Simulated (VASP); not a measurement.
# Pt (I4/mmm) in VASP: a series of runs

The runs below take Pt through relaxation of cell and atoms, relaxation of shape and atoms at fixed volume, with PBE.

All numbers are computed with VASP 6.6.1; they aren't measurements. Logs are shortened: lines on timing, memory, paths and dates and some standing lists are left out, and cuts for length are marked.

## Step 1: The cell of the first run

The structure is tetragonal, space group I4/mmm (No. 139). Conventional cell: a = 3.403 Å, b = 3.403 Å, c = 2.730 Å, α = 90.00°, β = 90.00°, γ = 90.00°. Within 3.6 Å of Pt (site symmetry 4/mmm) lie 14 Pt at 2.73 to 3.40 Å.

## Step 2: Relaxation of cell and atoms, PBE

The input, INCAR:

```
  PREC = Accurate
  ENCUT = 600
  EDIFF = 1E-7
  ISMEAR = 0
  SIGMA = 0.1
  LREAL = False
  LASPH = True
  NELM = 60
  ALGO = Fast
  ISIF = 3
  LWAVE = False
  LCHARG = False
  GGA = PE
  IBRION = 2
  NSW = 100
  EDIFFG = -0.01
```

The input, KPOINTS:

```
regular mesh
0
Gamma
  26 26 26
```

The input, POSCAR:

```
Pt
1.0
   -1.7014100636      1.7014100636      1.3647974521
    1.7014100636     -1.7014100636      1.3647974521
    1.7014100636      1.7014100636     -1.3647974521
Pt
1
Direct
    0.0000000000      0.0000000000      0.0000000000
```

Potentials or basis: VASP PAW PBE potentials, release 64 (Pt).

Launch:

```bash
> cat potpaw_PBE.64/Pt/POTCAR > POTCAR
> mpirun -np 1 vasp_std > vasp.out
```

OUTCAR:

```text
PREC = Accurate
   ENCUT = 600
   EDIFF = 1E-7
   ISMEAR = 0
   LREAL = False
   LASPH = True
   NELM = 60
   ISIF = 3
   GGA = PE
   IBRION = 2
   NSW = 100
   EDIFFG = -0.01

 ion  position               nearest neighbor table
   1  0.000  0.000  0.000-

  LATTYP: Found a body centered tetragonal cell.
 ALAT       =     3.4028201272
 C/A-ratio  =     0.8021566824

  Lattice vectors:

 A1 = (  -1.7014100636,   1.7014100636,   1.3647974521)
 A2 = (   1.7014100636,  -1.7014100636,   1.3647974521)
 A3 = (   1.7014100636,   1.7014100636,  -1.3647974521)

Analysis of symmetry for initial positions (statically):
=====================================================================
 Subroutine PRICEL returns:
 Original cell was already a primitive cell.

 Routine SETGRP: Setting up the symmetry group for a
 body centered tetragonal supercell.

 Subroutine GETGRP returns: Found 16 space group operations
 (whereof 16 operations were pure point group operations)
 out of a pool of 16 trial point group operations.

The static configuration has the point symmetry D_4h.

Analysis of symmetry for dynamics (positions and initial velocities):
=====================================================================
 Subroutine PRICEL returns:
 Original cell was already a primitive cell.

 Routine SETGRP: Setting up the symmetry group for a
 body centered tetragonal supercell.

 Subroutine GETGRP returns: Found 16 space group operations
 (whereof 16 operations were pure point group operations)
 out of a pool of 16 trial point group operations.

The dynamic configuration has the point symmetry D_4h.

 Subroutine INISYM returns: Found 16 space group operations
 (whereof 16 operations are pure point group operations),
 and found     1 'primitive' translations

----------------------------------------------------------------------------------------

                                     Primitive cell

  volume of cell :      15.8032

  direct lattice vectors                    reciprocal lattice vectors
    -1.701410064  1.701410064  1.364797452     0.000000000  0.293873894  0.366354728
     1.701410064 -1.701410064  1.364797452     0.293873894  0.000000000  0.366354728
     1.701410064  1.701410064 -1.364797452     0.293873894  0.293873894  0.000000000

  length of vectors
     2.766272672  2.766272672  2.766272672     0.469656952  0.469656952  0.415600446

  position of ions in fractional coordinates (direct lattice)
     0.000000000  0.000000000  0.000000000

  ion indices of the primitive-cell ions
   primitive index   ion index
                 1           1

----------------------------------------------------------------------------------------

 KPOINTS: regular mesh

Automatic generation of k-mesh.
 Grid dimensions read from file:
 generate k-points for:   26   26   26

 Generating k-lattice:

  Cartesian coordinates                     Fractional coordinates (reciprocal lattice)
     0.000000000  0.011302842  0.014090566     0.038461538  0.000000000  0.000000000
     0.011302842  0.000000000  0.014090566     0.000000000  0.038461538  0.000000000
     0.011302842  0.011302842  0.000000000     0.000000000  0.000000000  0.038461538

  Length of vectors
     0.018063729  0.018063729  0.015984633

  Shift w.r.t. Gamma in fractional coordinates (k-lattice)
     0.000000000  0.000000000  0.000000000

 Subroutine IBZKPT returns following result:
 ===========================================

 Found   1330 irreducible k-points:

 Following reciprocal coordinates:
            Coordinates               Weight
  0.000000  0.000000  0.000000      1.000000
  0.038462 -0.000000  0.000000      8.000000
  0.076923 -0.000000  0.000000      8.000000
  0.115385 -0.000000  0.000000      8.000000
  0.153846  0.000000 -0.000000      8.000000
  0.192308  0.000000  0.000000      8.000000
[... 16 lines left out ...]
  0.346154  0.038462 -0.000000     16.000000
  0.384615  0.038462  0.000000     16.000000
 [... further k-points ...]
   k-points           NKPTS =   1330   k-points in BZ     NKDIM =   1330   number of bands    NBANDS=      9
   number of dos      NEDOS =    301   number of ions     NIONS =      1
   total plane-waves  NPLWV =  13824
   dimension x,y,z NGX =    24 NGY =   24 NGZ =   24
   dimension x,y,z NGXF=    48 NGYF=   48 NGZF=   48
   ions per type =               1
   NGX,Y,Z   is equivalent  to a cutoff of  14.42, 14.42, 14.42 a.u.
   NGXF,Y,Z  is equivalent  to a cutoff of  28.85, 28.85, 28.85 a.u.
 SYSTEM =  unknown system
   PREC   = accura    normal or accurate (medium, high low for compatibility)
   ISTART =      0    job   : 0-new  1-cont  2-samecut
   ICHARG =      2    charge: 1-file 2-atom 10-const
   ISPIN  =      1    spin polarized calculation?
   LNONCOLLINEAR =      F non collinear calculations
   LSORBIT =      F    spin-orbit coupling
   LASPH  =      T    aspherical Exc in radial PAW
   ENCUT  =  600.0 eV  44.10 Ry    6.64 a.u.   5.52  5.52  5.52*2*pi/ulx,y,z
   NELM   =     60;   NELMIN=  2; NELMDL= -5     # of ELM steps
   EDIFF  = 0.1E-06   stopping-criterion for ELM
   LREAL  =      F    real-space projection
   EDIFFG = -.1E-01   stopping-criterion for IOM
   NSW    =    100    number of steps for IOM
   IBRION =      2    ionic relax: 0-MD 1-quasi-New 2-CG
   NFREE  =      1    steps in history (QN), initial steepest desc. (CG)
   ISIF   =      3    stress and relaxation
   ISYM   =      2    0-nonsym 1-usesym 2-fastsym
   POTIM  = 0.5000    time-step for ionic-motion
   TEBEG  =    0.0;   TEEND  =   0.0 temperature during run
   PSTRESS=    0.0 pullay stress
   NELECT =      10.0000    total number of electrons
   NUPDOWN=      -1.0000    fix difference up-down
   EMIN   =  10.00;   EMAX   =-10.00  energy-range for DOS
   EFERMI =   0.00;   METHOD = LEGACY
   ISMEAR =     0;   SIGMA  =   0.10  broadening in eV -4-tet -1-fermi 0-gaus
   EFERMI_NEDOS =   21; number of points for ismear=-14 and -15
   IALGO  =     68    algorithm
   IMIX   =      4    mixing-type and parameters
     AMIX     =   0.40;   BMIX     =  1.00
     AMIX_MAG =   1.60;   BMIX_MAG =  1.00
  volume/ion in A,a.u.               =      15.80       106.65
  Fermi-wavevector in a.u.,A,eV,Ry     =   1.405485  2.655981 26.876772  1.975387
  Thomas-Fermi vector in A             =   2.527941
   LORBIT       =      0    0 simple, 1 ext, 2 COOP (PROOUT), +10 PAW based schemes
   GGA     = PE    functional components
   LHFCALC =     F    Hartree Fock is set to
   AEXX    =    0.0000 exact exchange contribution
   IVDW    =     0    specifies the selected vdW correction
   LEPSILON=     F    determine dielectric tensor
   LRPA    =     F    only Hartree local field effects (RPA)
 conjugate gradient relaxation of ions
 non-spin polarized calculation
 RMM-DIIS sequential band-by-band and
 Gauss-broadening in eV      SIGMA  =   0.10
  energy-cutoff  :      600.00
  volume of cell :       15.80
 maximum number of plane-waves:       546
 NGX is ok and might be reduce to    24
   NGX = 11   NGY = 11   NGZ = 11

--------------------------------------- Ionic step        1  -------------------------------------------

 number of electron      10.0000001 magnetization

 Free energy of the ion-electron system (eV)
  ---------------------------------------------------
  ext. energy  EPLUGINS =         0.00000000
  ---------------------------------------------------
  free energy    TOTEN  =        -6.09458584 eV

  energy without entropy =       -6.08878913  energy(sigma->0) =       -6.09168749

------------------------ aborting loop because EDIFF is reached ----------------------------------------

  FORCE on cell =-STRESS in cart. coord.  units (eV):
  Direction    XX          YY          ZZ          XY          YZ          ZX
  --------------------------------------------------------------------------------------
  -------------------------------------------------------------------------------------
  Total       -0.0318135     -0.0318135      0.0444671      0.0000000      0.0000000      0.0000000
  in kB       -3.2253438     -3.2253438      4.5081971      0.0000000      0.0000000      0.0000000
  external PRESSURE =      -0.6474969 kB  Pullay stress =       0.0000000 kB

 VOLUME and BASIS-vectors are now :
 -----------------------------------------------------------------------------
  energy-cutoff  :      600.00
  volume of cell :       15.80
      direct lattice vectors                 reciprocal lattice vectors
    -1.701410064  1.701410064  1.364797452     0.000000000  0.293873894  0.366354728
     1.701410064 -1.701410064  1.364797452     0.293873894  0.000000000  0.366354728
     1.701410064  1.701410064 -1.364797452     0.293873894  0.293873894  0.000000000
[... 36 lines left out ...]
 POSITION                                       TOTAL-FORCE (eV/Angst)
 -----------------------------------------------------------------------------------
      0.00000      0.00000      0.00000         0.000000      0.000000     -0.000000
 -----------------------------------------------------------------------------------
    total drift:                                0.000000      0.000000      0.000000

  FREE ENERGIE OF THE ION-ELECTRON SYSTEM (eV)
  ---------------------------------------------------
  free  energy   TOTEN  =        -6.0946650256 eV

  energy  without entropy=       -6.0888650658  energy(sigma->0) =       -6.09176505

--------------------------------------- Ionic step        3  -------------------------------------------

 number of electron      10.0000001 magnetization

 Free energy of the ion-electron system (eV)
  ---------------------------------------------------
  ext. energy  EPLUGINS =         0.00000000
  ---------------------------------------------------
  free energy    TOTEN  =        -6.09466773 eV

  energy without entropy =       -6.08886846  energy(sigma->0) =       -6.09176809

 E-fermi :  10.3734     XC(G=0): -13.2010

 val. band max:       10.3731220480   @ k =  -0.3462  -0.3846   0.1538
 cond. band min:      10.3753081799   @ k =  -0.1538  -0.4231   0.1538
 fundamental gap:      0.0021861319
 Fermi energy:        10.3734061202

 k-point     1 :       0.0000    0.0000    0.0000
  band No.  band energies     occupation
      1       0.6929      2.00000
      2       5.6737      2.00000
      3       7.2969      2.00000
      4       7.6985      2.00000
      5       7.6985      2.00000
      6      10.0006      2.00000
      7      25.9245      0.00000
      8      25.9245      0.00000
      9      31.0696      0.00000

 k-point     2 :       0.0385   -0.0000    0.0000
  band No.  band energies     occupation
      1       0.7610      2.00000
      2       5.6969      2.00000
      3       7.3204      2.00000
      4       7.6793      2.00000
      5       7.6832      2.00000
      6       9.9701      2.00000
      7      26.0087      0.00000
      8      26.0290      0.00000
      9      30.9230      0.00000
[... 253 lines left out ...]
 k-point    24 :       0.3846    0.0385    0.0000
  band No.  band energies     occupation
      1       3.8023      2.00000
      2       4.9314      2.00000
      3       8.7211      2.00000
      4       9.4178      2.00000
      5      10.5014      0.07019
      6      10.6363      0.00020
      7      19.5460      0.00000
      8      23.5686      0.00000
      9      25.3949      0.00000

 [... further k-points ...]
[... 5 lines left out ...]
  --------------------------------------------------------------------------------------
  -------------------------------------------------------------------------------------
  Total        0.0017028      0.0017028      0.0035625      0.0000000     -0.0000000     -0.0000000
  in kB        0.1727664      0.1727664      0.3614577      0.0000000     -0.0000000     -0.0000000
  external PRESSURE =       0.2356635 kB  Pullay stress =       0.0000000 kB

 VOLUME and BASIS-vectors are now :
 -----------------------------------------------------------------------------
  energy-cutoff  :      600.00
  volume of cell :       15.79
      direct lattice vectors                 reciprocal lattice vectors
    -1.699225771  1.699225771  1.367246498     0.000000000  0.294251658  0.365698505
     1.699225771 -1.699225771  1.367246498     0.294251658  0.000000000  0.365698505
     1.699225771  1.699225771 -1.367246498     0.294251658  0.294251658  0.000000000

 POSITION                                       TOTAL-FORCE (eV/Angst)
 -----------------------------------------------------------------------------------
      0.00000      0.00000      0.00000         0.000000     -0.000000      0.000000
 -----------------------------------------------------------------------------------
    total drift:                               -0.000000      0.000000      0.000000

  FREE ENERGIE OF THE ION-ELECTRON SYSTEM (eV)
  ---------------------------------------------------
  free  energy   TOTEN  =        -6.0946677278 eV

  energy  without entropy=       -6.0888684598  energy(sigma->0) =       -6.09176809

 reached required accuracy - stopping structural energy minimisation
```

It took 4.3 min on 1 thread of Oxide Virtual Turin-like, shared host; peak memory 0.34 GiB.

What came out:

* Free energy: -6.0947 eV
* Relaxed volume: 15.79 Å³/atom
* Relaxed cell: a = 2.765 Å, b = 2.765 Å, c = 2.765 Å, α = 104.16°, β = 104.16°, γ = 120.72°
* Space group after relaxing (to 0.05 Å): I4/mmm (No. 139)
* Energy gained by relaxing: 0.1 meV/atom
* Ionic steps: 3
* Pressure after relaxing: 0.0 GPa
* Band gap on the k mesh: zero (band 5 reaches 11.09 eV, above the bottom of band 6 at 9.04 eV)

Final structure:
```
Pt
1.0
    -1.69923    1.69923    1.36725
     1.69923   -1.69923    1.36725
     1.69923    1.69923   -1.36725
Pt
1
Direct
  0.00000 0.00000 0.00000
```

Caveat: spin-orbit coupling is left out, which moves the levels of the heavy elements.

## Step 3: Relaxation of shape and atoms at fixed volume, PBE (volume scaled by 1.03)

The input, INCAR:

```
SYSTEM = Pt
ALGO     = Fast           ! electronic algorithm
EDIFF    = 1E-6           ! SCF threshold, eV
EDIFFG   = -0.01          ! ionic threshold
ENCUT    = 600            ! plane-wave cutoff, eV
GGA      = PE             ! functional
IBRION   = 2              ! ionic algorithm
ISIF     = 4              ! what is computed and relaxed
ISMEAR   = 0              ! smearing method
LASPH    = .True.         ! aspherical terms in the spheres
LCHARG   = .False.        ! write CHGCAR
LREAL    = .False.        ! projectors in reciprocal space
LWAVE    = .False.        ! write WAVECAR
NELM     = 60             ! most SCF steps
NSW      = 50             ! ionic steps
PREC     = Accurate       ! precision mode
SIGMA    = 0.1            ! smearing width, eV
```

The input, KPOINTS:

```
k-points
0
Gamma
  26 26 26
  0 0 0
```

The input, POSCAR:

```
Pt
1.0
   -1.7171131744      1.7171131744      1.3814887325
    1.7171131744     -1.7171131744      1.3814887325
    1.7171131744      1.7171131744     -1.3814887325
Pt
1
Direct
    0.0000000000      0.0000000000      0.0000000000
```

Potentials or basis: VASP PAW PBE potentials, release 64 (Pt).

Launch:

```bash
> cat potpaw_PBE.64/Pt/POTCAR > POTCAR
> mpirun -np 1 vasp_std > vasp.out
```

It took 6.8 min on 1 thread of Oxide Virtual Turin-like, shared host; peak memory 0.34 GiB.

The run converged. Its results:

| Quantity | Value |
| --- | --- |
| Free energy | -6.0837 eV |
| Energy gained by relaxing | 0.2 meV/atom |
| Ionic steps | 2 |
| Pressure after relaxing | -6.8 GPa |
| Band gap on the k mesh | zero (band 5 reaches 10.50 eV, above the bottom of band 6 at 8.53 eV) |

Stress tensor (GPa, compression positive):
```
-6.89  0.00  0.00
 0.00 -6.89  0.00
 0.00  0.00 -6.74
```

Step by step:
```csv
step,energy change (eV),largest force (eV/Å),pressure (GPa),volume (Å³)
1,0.0000,0.0000,-7.00,16.29
2,-0.0002,0.0000,-6.84,16.29
```

Final structure:
```xyz
1
Lattice="-1.7204 1.7204 1.3762 1.7204 -1.7204 1.3762 1.7204 1.7204 -1.3762" Properties=species:S:1:pos:R:3 pbc="T T T"
Pt    0.0000    0.0000    0.0000
```

Levels at points of the mesh, in eV from the Fermi level:
```
           k point  band 1  band 2  band 3  band 4  band 5  band 6  band 7  band 8  band 9
(0.00, 0.00, 0.00)   -9.35   -4.50   -2.99   -2.51   -2.51   -0.35   15.51   15.51   20.75
(0.50, 0.00, 0.00)   -6.36   -5.33   -1.46    0.37    0.50    0.91    6.85   12.48   13.85
(0.50, 0.50, 0.00)   -6.79   -3.24   -3.08   -1.43   -0.60    0.53    4.67   15.14   19.42
(0.50, 0.50, 0.50)   -6.28   -5.93    0.18    0.18    0.68    5.38    5.38   10.89   12.47
```

Caveat: the cell differs from its parent crystal (volume scaled by 1.03); spin-orbit coupling is left out, which moves the levels of the heavy elements.

## Step 4: Relaxation of shape and atoms at fixed volume, PBE (volume scaled by 1.06)

The input, INCAR:

```
SYSTEM = Pt
ALGO = Fast ; EDIFF = 1E-7
EDIFFG = -0.01 ; ENCUT = 600
GGA = PE ; IBRION = 2
ISIF = 4 ; ISMEAR = 0
LASPH = .True. ; LCHARG = .False.
LREAL = .False. ; LWAVE = .False.
NELM = 80 ; NSW = 50
PREC = Accurate ; SIGMA = 0.1
```

KPOINTS is that of step 3.

The input, POSCAR:

```
Pt
1.0
   -1.7366388691      1.7366388691      1.3899359701
    1.7366388691     -1.7366388691      1.3899359701
    1.7366388691      1.7366388691     -1.3899359701
Pt
1
Direct
    0.0000000000      0.0000000000      0.0000000000
```

Launch:

```bash
> cat potpaw_PBE.64/Pt/POTCAR > POTCAR
> mpirun -np 1 vasp_std > vasp.out
```

Run time: 12 min. Hardware: 1 thread of Oxide Virtual Turin-like, shared host; peak memory 0.35 GiB.

It converged, with:

```
Free energy               : -6.0554 eV
Energy gained by relaxing : 0.2 meV/atom
Ionic steps               : 2
Pressure after relaxing   : -12.1 GPa
Band gap on the k mesh    : zero (band 5 reaches 9.96 eV, above the bottom of band 6 at 8.12 eV)
```

The path:
| step | energy change (eV) | largest force (eV/Å) | pressure (GPa) | volume (Å³) |
| --- | --- | --- | --- | --- |
| 1 | 0.0000 | 0.0000 | -12.27 | 16.77 |
| 2 | -0.0002 | 0.0000 | -12.12 | 16.77 |

Final structure:
```yaml
crystal:
  lattice:
    - [-1.73994, 1.73994, 1.38466]
    - [1.73994, -1.73994, 1.38466]
    - [1.73994, 1.73994, -1.38466]
  atoms:
    - { symbol: Pt, position: [0.00000, 0.00000, 0.00000] }
```

Levels at points of the mesh, in eV from the Fermi level:
```
           k point  band 3  band 4  band 5  band 6  band 7  band 8
(0.00, 0.00, 0.00)   -2.91   -2.37   -2.37   -0.33   15.46   15.46
(0.50, 0.00, 0.00)   -1.40    0.36    0.45    1.01    6.64   12.44
(0.50, 0.50, 0.00)   -2.98   -1.38   -0.49    0.49    4.46   15.22
(0.50, 0.50, 0.50)    0.17    0.17    0.65    5.32    5.32   10.46
```

Caveat: the cell differs from its parent crystal (volume scaled by 1.06); spin-orbit coupling is left out, which moves the levels of the heavy elements.

## Step 5: Summary

```csv
task,cell,gap on the mesh (eV),pressure (GPa)
relaxation of cell and atoms,"relaxed from a = 2.766 Å, angles 104.1, 104.1, 120.9°, 1 atom",none,0.0
relaxation of shape and atoms at fixed volume,"relaxed from a = 2.794 Å, angles 104.2, 104.2, 120.7°, 1 atom",none,-6.8
relaxation of shape and atoms at fixed volume,"relaxed from a = 2.822 Å, angles 104.0, 104.0, 121.0°, 1 atom",none,-12.1
```

Alike in all rows: level PBE; potentials or basis VASP PAW PBE potentials, release 64 (Pt); no spin polarisation; k mesh 26 × 26 × 26; cutoff (eV) 600; smearing gaussian 0.1 eV.

Caveats: spin-orbit coupling is left out, which moves the levels of the heavy elements.

Total energies depend on the potentials used, so only differences within one code and one set of settings carry meaning.
